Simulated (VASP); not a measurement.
# ZrS (Fm-3m) in VASP: phonons with r2SCAN

Aim: the phonons of ZrS with r2SCAN.

All numbers are computed with VASP 6.6.1; they aren't measurements. Logs are shortened: lines on timing, memory, paths and dates and some standing lists are left out, and cuts for length are marked.

## Step 1: The cell of the first run

It takes space group Fm-3m (No. 225, cubic). The conventional cell has a = 5.228 Å, b = 5.228 Å, c = 5.228 Å, α = 90.00°, β = 90.00°, γ = 90.00°. Zr (site symmetry m-3m) has 6 S at 2.61 Å within 3.4 Å. Within 3.4 Å of S (site symmetry m-3m) lie 6 Zr at 2.61 Å.

## Step 2: Phonons, r2SCAN

INCAR reads:

```
PREC = Accurate
ENCUT = 520
EDIFF = 1E-8
ISMEAR = -1
SIGMA = 0.15
LREAL = F
LASPH = T
NELM = 80
ALGO = Normal
ISIF = 2
LWAVE = F
LCHARG = F
METAGGA = R2SCAN
LMIXTAU = T
IBRION = 6
NFREE = 2
POTIM = 0.015
NSW = 1
```

KPOINTS reads:

```
regular mesh
0
Gamma
  14 14 14
```

POSCAR reads:

```
ZrS
1.0
    0.0000000000      2.6139146160      2.6139146160
    2.6139146160      0.0000000000      2.6139146160
    2.6139146160      2.6139146160      0.0000000000
Zr S
1 1
Direct
    0.0000000000      0.0000000000      0.0000000000
    0.5000000000      0.5000000000      0.5000000000
```

Potentials or basis: VASP PAW PBE potentials, release 64 (Zr_sv, S).

The run is started by

```
> cat potpaw_PBE.64/Zr_sv/POTCAR potpaw_PBE.64/S/POTCAR > POTCAR
> mpirun -np 1 vasp_std > vasp.out
```

OUTCAR:

```text
PREC = Accurate
   ENCUT = 520
   EDIFF = 1E-8
   ISMEAR = -1
   LREAL = F
   LASPH = T
   NELM = 80
   ISIF = 2
   METAGGA = R2SCAN
   IBRION = 6
   NFREE = 2
   POTIM = 0.015
   NSW = 1

 ion  position               nearest neighbor table
   1  0.000  0.000  0.000-   2 2.61   2 2.61   2 2.61   2 2.61   2 2.61   2 2.61
   2  0.500  0.500  0.500-   1 2.61   1 2.61   1 2.61   1 2.61   1 2.61   1 2.61

  LATTYP: Found a face centered cubic cell.
 ALAT       =     5.2278292320

  Lattice vectors:

 A1 = (   0.0000000000,   2.6139146160,   2.6139146160)
 A2 = (   2.6139146160,   0.0000000000,   2.6139146160)
 A3 = (   2.6139146160,   2.6139146160,   0.0000000000)

Analysis of symmetry for initial positions (statically):
=====================================================================
 Subroutine PRICEL returns:
 Original cell was already a primitive cell.

 Routine SETGRP: Setting up the symmetry group for a
 face centered cubic supercell.

 Subroutine GETGRP returns: Found 48 space group operations
 (whereof 48 operations were pure point group operations)
 out of a pool of 48 trial point group operations.

The static configuration has the point symmetry O_h .

Analysis of symmetry for dynamics (positions and initial velocities):
=====================================================================
 Subroutine PRICEL returns:
 Original cell was already a primitive cell.

 Routine SETGRP: Setting up the symmetry group for a
 face centered cubic supercell.

 Subroutine GETGRP returns: Found 48 space group operations
 (whereof 48 operations were pure point group operations)
 out of a pool of 48 trial point group operations.

The dynamic configuration has the point symmetry O_h .

 Subroutine INISYM returns: Found 48 space group operations
 (whereof 48 operations are pure point group operations),
 and found     1 'primitive' translations

----------------------------------------------------------------------------------------

                                     Primitive cell

  volume of cell :      35.7194

  direct lattice vectors                    reciprocal lattice vectors
     0.000000000  2.613914616  2.613914616    -0.191283983  0.191283983  0.191283983
     2.613914616  0.000000000  2.613914616     0.191283983 -0.191283983  0.191283983
     2.613914616  2.613914616  0.000000000     0.191283983  0.191283983 -0.191283983

  length of vectors
     3.696633501  3.696633501  3.696633501     0.331313578  0.331313578  0.331313578

  position of ions in fractional coordinates (direct lattice)
     0.000000000  0.000000000  0.000000000
     0.500000000  0.500000000  0.500000000

  ion indices of the primitive-cell ions
   primitive index   ion index
                 1           1
                 2           2

----------------------------------------------------------------------------------------

 KPOINTS: regular mesh

Automatic generation of k-mesh.
 Grid dimensions read from file:
 generate k-points for:   14   14   14

 Generating k-lattice:

  Cartesian coordinates                     Fractional coordinates (reciprocal lattice)
    -0.013663142  0.013663142  0.013663142     0.071428571  0.000000000  0.000000000
     0.013663142 -0.013663142  0.013663142     0.000000000  0.071428571  0.000000000
     0.013663142  0.013663142 -0.013663142     0.000000000  0.000000000  0.071428571

  Length of vectors
     0.023665256  0.023665256  0.023665256

  Shift w.r.t. Gamma in fractional coordinates (k-lattice)
     0.000000000  0.000000000  0.000000000

 Subroutine IBZKPT returns following result:
 ===========================================

 Found    104 irreducible k-points:

 Following reciprocal coordinates:
            Coordinates               Weight
  0.000000  0.000000  0.000000      1.000000
  0.071429  0.000000  0.000000      8.000000
  0.142857  0.000000  0.000000      8.000000
  0.214286  0.000000  0.000000      8.000000
  0.285714  0.000000  0.000000      8.000000
  0.357143  0.000000  0.000000      8.000000
[... 16 lines left out ...]
  0.214286  0.142857  0.000000     24.000000
  0.285714  0.142857  0.000000     24.000000
 [... further k-points ...]
   k-points           NKPTS =    104   k-points in BZ     NKDIM =    104   number of bands    NBANDS=     13
   number of dos      NEDOS =    301   number of ions     NIONS =      2
   total plane-waves  NPLWV =  21952
   dimension x,y,z NGX =    28 NGY =   28 NGZ =   28
   dimension x,y,z NGXF=    56 NGYF=   56 NGZF=   56
   ions per type =               1   1
   NGX,Y,Z   is equivalent  to a cutoff of  12.59, 12.59, 12.59 a.u.
   NGXF,Y,Z  is equivalent  to a cutoff of  25.18, 25.18, 25.18 a.u.
 SYSTEM =  unknown system
   PREC   = accura    normal or accurate (medium, high low for compatibility)
   ISTART =      0    job   : 0-new  1-cont  2-samecut
   ICHARG =      2    charge: 1-file 2-atom 10-const
   ISPIN  =      1    spin polarized calculation?
   LNONCOLLINEAR =      F non collinear calculations
   LSORBIT =      F    spin-orbit coupling
   LASPH  =      T    aspherical Exc in radial PAW
   ENCUT  =  520.0 eV  38.22 Ry    6.18 a.u.   6.87  6.87  6.87*2*pi/ulx,y,z
   NELM   =     80;   NELMIN=  2; NELMDL= -5     # of ELM steps
   EDIFF  = 0.1E-07   stopping-criterion for ELM
   LREAL  =      F    real-space projection
   EDIFFG = 0.1E-06   stopping-criterion for IOM
   NSW    =     61    number of steps for IOM
   IBRION =      6    ionic relax: 0-MD 1-quasi-New 2-CG
   NFREE  =      2    steps in history (QN), initial steepest desc. (CG)
   ISIF   =      2    stress and relaxation
   ISYM   =      2    0-nonsym 1-usesym 2-fastsym
   POTIM  = 0.0150    time-step for ionic-motion
   TEBEG  =    0.0;   TEEND  =   0.0 temperature during run
   PSTRESS=    0.0 pullay stress
   NELECT =      18.0000    total number of electrons
   NUPDOWN=      -1.0000    fix difference up-down
   EMIN   =  10.00;   EMAX   =-10.00  energy-range for DOS
   EFERMI =   0.00;   METHOD = LEGACY
   ISMEAR =    -1;   SIGMA  =   0.15  broadening in eV -4-tet -1-fermi 0-gaus
   EFERMI_NEDOS =   21; number of points for ismear=-14 and -15
   IALGO  =     38    algorithm
   IMIX   =      4    mixing-type and parameters
     AMIX     =   0.40;   BMIX     =  1.00
     AMIX_MAG =   1.60;   BMIX_MAG =  1.00
  volume/ion in A,a.u.               =      17.86       120.52
  Fermi-wavevector in a.u.,A,eV,Ry     =   1.302760  2.461859 23.091570  1.697182
  Thomas-Fermi vector in A             =   2.433806
   LORBIT       =      0    0 simple, 1 ext, 2 COOP (PROOUT), +10 PAW based schemes
   METAGGA = R2SCAN    functional components
   LHFCALC =     F    Hartree Fock is set to
   AEXX    =    0.0000 exact exchange contribution
   IVDW    =     0    specifies the selected vdW correction
   LEPSILON=     F    determine dielectric tensor
   LRPA    =     F    only Hartree local field effects (RPA)
 finite differences with symmetry
 non-spin polarized calculation
  energy-cutoff  :      520.00
  volume of cell :       35.72
 maximum number of plane-waves:       982
   NGX = 13   NGY = 13   NGZ = 13

--------------------------------------- Ionic step        1  -------------------------------------------

 number of electron      18.0000000 magnetization

 Free energy of the ion-electron system (eV)
  ---------------------------------------------------
  ext. energy  EPLUGINS =         0.00000000
  ---------------------------------------------------
  free energy    TOTEN  =       -33.93099300 eV

  energy without entropy =      -33.83479257  energy(sigma->0) =      -33.88289278

------------------------ aborting loop because EDIFF is reached ----------------------------------------

  FORCE on cell =-STRESS in cart. coord.  units (eV):
  Direction    XX          YY          ZZ          XY          YZ          ZX
  --------------------------------------------------------------------------------------
  -------------------------------------------------------------------------------------
  Total       -0.0022320     -0.0022320     -0.0022320      0.0000000     -0.0000000      0.0000000
  in kB       -0.1001161     -0.1001161     -0.1001161      0.0000000     -0.0000000      0.0000000
  external PRESSURE =      -0.1001161 kB  Pullay stress =       0.0000000 kB
[... 129 lines left out ...]
  energy  without entropy=      -33.8342231311  energy(sigma->0) =      -33.88231896

--------------------------------------- Ionic step        5  -------------------------------------------

 number of electron      17.9999999 magnetization

 Free energy of the ion-electron system (eV)
  ---------------------------------------------------
  ext. energy  EPLUGINS =         0.00000000
  ---------------------------------------------------
  free energy    TOTEN  =       -33.93041481 eV

  energy without entropy =      -33.83422307  energy(sigma->0) =      -33.88231894

 E-fermi :  11.0828     XC(G=0): -12.0309

 val. band max:       11.0743797853   @ k =   0.0714   0.0714   0.0000
 cond. band min:      11.0968090094   @ k =   0.0000  -0.2857   0.0714
 fundamental gap:      0.0224292241
 Fermi energy:        11.0828253699

 k-point     1 :       0.0000    0.0000    0.0000
  band No.  band energies     occupation
      1     -40.7426      2.00000
      2     -18.0254      2.00000
      3     -18.0252      2.00000
      4     -18.0252      2.00000
      5      -5.7637      2.00000
      6       7.1014      2.00000
      7       7.1020      2.00000
      8       7.1020      2.00000
      9       9.6480      1.99986
     10       9.6499      1.99986
     11       9.6499      1.99986
     12      10.3972      1.97951
     13      10.4005      1.97906
[... 353 lines left out ...]
 k-point    24 :       0.2857    0.1429    0.0000
  band No.  band energies     occupation
      1     -40.7253      2.00000
      2     -18.2100      2.00000
      3     -18.0667      2.00000
      4     -18.0602      2.00000
      5      -5.0021      2.00000
      6       4.1131      2.00000
      7       5.6430      2.00000
      8       5.8930      2.00000
      9       9.3441      1.99998
     10      11.3317      0.31982
     11      11.7680      0.02055
     12      12.3863      0.00034
     13      13.5482      0.00000

 [... further k-points ...]
[... 5 lines left out ...]
  --------------------------------------------------------------------------------------
  -------------------------------------------------------------------------------------
  Total        0.0088836     -0.0032098     -0.0032098      0.0000000      0.0000000      0.0000000
  in kB        0.3984678     -0.1439722     -0.1439722      0.0000000      0.0000000      0.0000000
  external PRESSURE =       0.0368411 kB  Pullay stress =       0.0000000 kB
[... 17 lines left out ...]
  FREE ENERGIE OF THE ION-ELECTRON SYSTEM (eV)
  ---------------------------------------------------
  free  energy   TOTEN  =       -33.9304148072 eV

  energy  without entropy=      -33.8342230745  energy(sigma->0) =      -33.88231894

 INTERNAL STRAIN TENSORS FROM DISPLACED ATOMS
 ============================================

 INTERNAL STRAIN TENSOR FOR ION    1 for displacements in x,y,z  (eV/Angst):
          X           Y           Z          XY          YZ          ZX
  --------------------------------------------------------------------------------
  x     0.00000     0.00000     0.00000     0.00000     0.00000     0.00000
  y     0.00000     0.00000     0.00000     0.00000     0.00000     0.00000
  z     0.00000     0.00000     0.00000     0.00000     0.00000     0.00000

 INTERNAL STRAIN TENSOR FOR ION    2 for displacements in x,y,z  (eV/Angst):
          X           Y           Z          XY          YZ          ZX
  --------------------------------------------------------------------------------
  x     0.00000     0.00000     0.00000     0.00000     0.00000     0.00000
  y     0.00000     0.00000     0.00000     0.00000     0.00000     0.00000
  z     0.00000     0.00000     0.00000     0.00000     0.00000     0.00000

 Eigenvectors and eigenvalues of the dynamical matrix
 ----------------------------------------------------

   1 f  =    7.300249 THz    45.868816 2PiTHz  243.510087 cm-1    30.191389 meV
             X         Y         Z           dx          dy          dz
      0.000000  0.000000  0.000000    -0.509714    0.000000    0.000000
      2.613915  2.613915  2.613915     0.860344   -0.000000    0.000000

   2 f  =    7.300249 THz    45.868816 2PiTHz  243.510087 cm-1    30.191389 meV
             X         Y         Z           dx          dy          dz
      0.000000  0.000000  0.000000     0.000000    0.000000   -0.509714
      2.613915  2.613915  2.613915     0.000000    0.000000    0.860344
[... 11 lines left out ...]
   5 f/i=    0.002307 THz     0.014494 2PiTHz    0.076947 cm-1     0.009540 meV
             X         Y         Z           dx          dy          dz
      0.000000  0.000000  0.000000     0.820806    0.024192    0.256678
      2.613915  2.613915  2.613915     0.486290    0.014332    0.152070

   6 f/i=    0.002307 THz     0.014494 2PiTHz    0.076947 cm-1     0.009540 meV
             X         Y         Z           dx          dy          dz
      0.000000  0.000000  0.000000     0.190334   -0.634618   -0.548839
      2.613915  2.613915  2.613915     0.112764   -0.375982   -0.325162

 ELASTIC MODULI CONTR FROM IONIC RELAXATION (kBar)
 Direction    XX          YY          ZZ          XY          YZ          ZX
 --------------------------------------------------------------------------------
 XX           0.0000      0.0000      0.0000      0.0000      0.0000      0.0000
 YY           0.0000      0.0000      0.0000      0.0000      0.0000      0.0000
 ZZ           0.0000      0.0000      0.0000      0.0000      0.0000      0.0000
 XY           0.0000      0.0000      0.0000      0.0000      0.0000      0.0000
 YZ           0.0000      0.0000      0.0000      0.0000      0.0000      0.0000
 ZX           0.0000      0.0000      0.0000      0.0000      0.0000      0.0000
 --------------------------------------------------------------------------------
```

It took 13 min on 1 thread of Intel Xeon 6975P-C (Granite Rapids), shared host; peak memory 0.32 GiB.

Results:

- Highest phonon frequency at Γ, LO-TO splitting left out: 244 cm⁻¹

Phonon frequencies in cm⁻¹ (negative: imaginary):
```
              q point        frequencies
(0.000, 0.000, 0.000)  0 0 0 244 244 244
```

Caveat: the PAW data sets were made with another functional, which shifts forces and pressure a little.
